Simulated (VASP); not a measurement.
# PbF2 (Pnma) in VASP: a series of runs, part 2 of 2

VASP 6.6.1. Earlier steps stand in the parts before.

**3. Electric field gradients, PBE**

Input file INCAR:

```
SYSTEM = PbF2
PREC = Accurate
ENCUT = 520
EDIFF = 1E-8
ISMEAR = -1
SIGMA = 0.02
LREAL = .FALSE.
LASPH = .TRUE.
NELM = 100
ALGO = Normal
ISIF = 2
LWAVE = .FALSE.
LCHARG = .FALSE.
GGA = PE
LEFG = .TRUE.
NBANDS = 68
```

Input file KPOINTS:

```
Automatic mesh
0
Gamma
  3 5 3
  0.5 0.5 0.5
```

Input file POSCAR:

```
PbF2
1.0
    6.4400000000      0.0000000000      0.0000000000
    0.0000000000      3.8990000000      0.0000000000
    0.0000000000      0.0000000000      7.6510000000
Pb F
4 8
Direct
    0.2527000000      0.2500000000      0.1042000000
    0.2473000000      0.7500000000      0.6042000000
    0.7527000000      0.2500000000      0.3958000000
    0.7473000000      0.7500000000      0.8958000000
    0.8623000000      0.2500000000      0.0631000000
    0.6377000000      0.7500000000      0.5631000000
    0.3623000000      0.2500000000      0.4369000000
    0.1377000000      0.7500000000      0.9369000000
    0.4662000000      0.2500000000      0.8457000000
    0.0338000000      0.7500000000      0.3457000000
    0.9662000000      0.2500000000      0.6543000000
    0.5338000000      0.7500000000      0.1543000000
```

Potentials or basis: VASP PAW PBE potentials, release 64 (Pb_d, F).

Started as:

```console
$ cat potpaw_PBE.64/Pb_d/POTCAR potpaw_PBE.64/F/POTCAR > POTCAR
$ mpirun -np 1 vasp_std > vasp.out
```

OUTCAR:

```text
SYSTEM = PbF2
   PREC = Accurate
   ENCUT = 520
   EDIFF = 1E-8
   ISMEAR = -1
   LREAL = .FALSE.
   LASPH = .TRUE.
   NELM = 100
   ISIF = 2
   GGA = PE

 ion  position               nearest neighbor table
   1  0.253  0.250  0.104-   9 2.41   8 2.45   8 2.45   5 2.53   7 2.64  12 2.69  12 2.69   3 3.92
                             3 3.92   4 4.06   4 4.06   4 4.12   4 4.12
   2  0.247  0.750  0.604-  10 2.41   7 2.45   7 2.45   6 2.53   8 2.64  11 2.69  11 2.69   4 3.92
                             4 3.92   3 4.06   3 4.06   3 4.12   3 4.12
   3  0.753  0.250  0.396-  11 2.41   6 2.45   6 2.45   7 2.53   5 2.64  10 2.69  10 2.69   1 3.92
                             1 3.92   2 4.06   2 4.06   2 4.12   2 4.12
   4  0.747  0.750  0.896-  12 2.41   5 2.45   5 2.45   8 2.53   6 2.64   9 2.69   9 2.69   2 3.92
                             2 3.92   1 4.06   1 4.06   1 4.12   1 4.12
   5  0.862  0.250  0.063-   4 2.45   4 2.45   1 2.53   3 2.64
   6  0.638  0.750  0.563-   3 2.45   3 2.45   2 2.53   4 2.64
   7  0.362  0.250  0.437-   2 2.45   2 2.45   3 2.53   1 2.64
   8  0.138  0.750  0.937-   1 2.45   1 2.45   4 2.53   2 2.64
   9  0.466  0.250  0.846-   1 2.41   4 2.69   4 2.69
  10  0.034  0.750  0.346-   2 2.41   3 2.69   3 2.69
  11  0.966  0.250  0.654-   3 2.41   2 2.69   2 2.69
  12  0.534  0.750  0.154-   4 2.41   1 2.69   1 2.69

  LATTYP: Found a simple orthorhombic cell.
 ALAT       =     3.8990000000
 B/A-ratio  =     1.6517055655
 C/A-ratio  =     1.9622980251

  Lattice vectors:

 A1 = (   0.0000000000,  -3.8990000000,   0.0000000000)
[... 1097 lines left out ...]
   7      -7.496     7.462     0.033    -0.000   -18.172    -0.000
   8      -7.496     7.462     0.033    -0.000    18.172    -0.000
   9       4.245    -4.779     0.534    -0.000   -11.937     0.000
  10       4.245    -4.779     0.534    -0.000    11.937    -0.000
  11       4.245    -4.779     0.534     0.000    11.937     0.000
  12       4.245    -4.779     0.534    -0.000   -11.937     0.000
---------------------------------------------------------------------

 Electric field gradients after diagonalization (V/A^2)
 (convention: |V_zz| > |V_xx| > |V_yy|)
----------------------------------------------------------------------
 ion       V_xx      V_yy      V_zz     asymmetry (V_yy - V_xx)/ V_zz
----------------------------------------------------------------------
   1      27.309    21.316   -48.625       0.123
   2      27.309    21.316   -48.625       0.123
   3      27.309    21.316   -48.625       0.123
   4      27.309    21.316   -48.625       0.123
   5      14.827     7.462   -22.289       0.330
   6      14.827     7.462   -22.289       0.330
   7      14.827     7.462   -22.289       0.330
   8      14.827     7.462   -22.289       0.330
   9      -9.691    -4.779    14.470       0.339
  10      -9.691    -4.779    14.470       0.339
  11      -9.691    -4.779    14.470       0.339
  12      -9.691    -4.779    14.470       0.339
----------------------------------------------------------------------

           NMR quadrupolar parameters

 Cq : quadrupolar parameter    Cq=e*Q*V_zz/h
 eta: asymmetry parameters     (V_yy - V_xx)/ V_zz
 Q  : nuclear electric quadrupole moment in mb (millibarn)
----------------------------------------------------------------------
 ion       Cq(MHz)       eta       Q (mb)
----------------------------------------------------------------------
   1      -0.118       0.123       1.000
   2      -0.118       0.123       1.000
   3      -0.118       0.123       1.000
   4      -0.118       0.123       1.000
   5      -0.054       0.330       1.000
   6      -0.054       0.330       1.000
   7      -0.054       0.330       1.000
   8      -0.054       0.330       1.000
   9       0.035       0.339       1.000
  10       0.035       0.339       1.000
  11       0.035       0.339       1.000
  12       0.035       0.339       1.000
----------------------------------------------------------------------
```

OSZICAR:

```text
N       E                     dE             d eps       ncg     rms          rms(c)
DAV:   1     0.175628044589E+04    0.17563E+04   -0.54529E+04  1636   0.199E+03
DAV:   2     0.267710400757E+03   -0.14886E+04   -0.14114E+04  1760   0.582E+02
DAV:   3    -0.418230546106E+02   -0.30953E+03   -0.29299E+03  1960   0.279E+02
[... 12 lines left out ...]
DAV:  16    -0.570132965644E+02    0.16499E-06   -0.14043E-07  1632   0.181E-03    0.432E-04
DAV:  17    -0.570132965763E+02   -0.11940E-07   -0.83393E-09  1080   0.622E-04    0.213E-04
DAV:  18    -0.570132966389E+02   -0.62550E-07   -0.50508E-09   816   0.643E-04    0.545E-05
DAV:  19    -0.570132966591E+02   -0.20236E-07   -0.22035E-09   816   0.306E-04    0.365E-05
DAV:  20    -0.570132966533E+02    0.58571E-08   -0.58590E-10   816   0.210E-04
   1 F= -.57013297E+02 E0= -.57013297E+02  d E =-.586407E-11
```

Wall time 2.8 min (1 thread of Intel Xeon Platinum 8488C (Sapphire Rapids), shared host); peak memory 0.33 GiB.

What came out:

| Property | Result |
| --- | --- |
| Free energy | -57.0133 eV |
| Pressure | 2.9 GPa |
| Largest force | 0.159 eV/Å |
| Band gap on the k mesh | 4.57 eV (least direct gap 4.71 eV) |
| Largest electric field gradient by atom | Pb -48.6; F -22.3, +14.5 (each value once) V/Å² |

Forces on the atoms (eV/Å):
```
Pb   0.099  0.000  0.124
Pb  -0.099  0.000  0.124
Pb   0.099  0.000 -0.124
Pb  -0.099  0.000 -0.124
F   -0.031  0.000  0.049
F    0.031  0.000  0.049
F   -0.031  0.000 -0.049
F    0.031  0.000 -0.049
F    0.089  0.000 -0.085
F   -0.089  0.000 -0.085
F    0.089  0.000  0.085
F   -0.089  0.000  0.085
```

Electric field gradients, principal values (V/Å²):
| atom | least | middle | greatest (by size) |
| --- | --- | --- | --- |
| 1 Pb | 21.316 | 27.309 | -48.625 |
| 2 Pb | 21.316 | 27.309 | -48.625 |
| 3 Pb | 21.316 | 27.309 | -48.625 |
| 4 Pb | 21.316 | 27.309 | -48.625 |
| 5 F | 7.462 | 14.827 | -22.289 |
| 6 F | 7.462 | 14.827 | -22.289 |
| 7 F | 7.462 | 14.827 | -22.289 |
| 8 F | 7.462 | 14.827 | -22.289 |
| 9 F | -4.779 | -9.691 | 14.470 |
| 10 F | -4.779 | -9.691 | 14.470 |
| 11 F | -4.779 | -9.691 | 14.470 |
| 12 F | -4.779 | -9.691 | 14.470 |

Caveat: without QUAD_EFG the Cq values of the log hold for a quadrupole moment of 1 mb, not for the nuclei; spin-orbit coupling is left out, which moves the levels of the heavy elements; a shifted mesh leaves out Γ, where band edges can lie. PBE gaps usually lie below the measured ones, often by a third to a half.
